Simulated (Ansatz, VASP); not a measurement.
**Ca: VASP beside Ansatz**

The input INCAR:

```
SYSTEM = Ca
ALGO = Fast ; EDIFF = 1E-6
ENCUT = 520 ; GGA = PE
ISIF = 2 ; ISMEAR = 0
LASPH = .TRUE. ; LCHARG = .FALSE.
LREAL = .FALSE. ; LWAVE = .FALSE.
NBANDS = 11 ; NELM = 60
PREC = Accurate ; SIGMA = 0.15
```

Contents of KPOINTS:

```
k-points
0
G
  16 16 16
  0 0 0
```

File POSCAR:

```
Ca
1.0
   -2.1500747810      2.1500747810      2.1412119398
    2.1500747810     -2.1500747810      2.1412119398
    2.1500747810      2.1500747810     -2.1412119398
Ca
1
Direct
    0.5000000000      0.5000000000      0.0000000000
```

Input for Ansatz:

```yaml
crystal:
  lattice:
    - [-2.150074781, 2.150074781, 2.1412119398]
    - [2.150074781, -2.150074781, 2.1412119398]
    - [2.150074781, 2.150074781, -2.1412119398]
  atoms:
    - { symbol: Ca, position: [0.5, 0.5, 0.0] }
basis:
  ecutwfc: 420
kpoints:
  mp_grid: { grid: [16, 16, 16] }
hamiltonian:
  xc: pbe
scf:
  occupations: { method: gaussian, width: 0.15 }
output:
  forces: true
  stress: true
  eigenvalues: true
```

Change from the starting cell: strain -0.025 along x and y, -0.025 along z, atoms carried along.

Alike in both runs: task single point; functional PBE; k mesh 16 × 16 × 16; occupations gaussian, width 0.15 eV; no spin polarisation.

|  | VASP | Ansatz |
| --- | --- | --- |
| version | VASP 6.6.1 | Ansatz 0.2.0 |
| potentials or method | VASP PAW PBE potentials, release 64 (Ca_sv), cutoff 520 eV | scalar-relativistic, plane waves, PAW |
| valence electrons in the cell | 10 | 10 |

Ansatz gave:

```
gap on the k mesh at the Fermi level (eV) : none
pressure (GPa)                            : 1.1
```

Which values does VASP return?

gap on the k mesh at the Fermi level (eV): none; pressure (GPa): 1.2.

A gap of «none» marks a metal or a gap that the smearing closes.
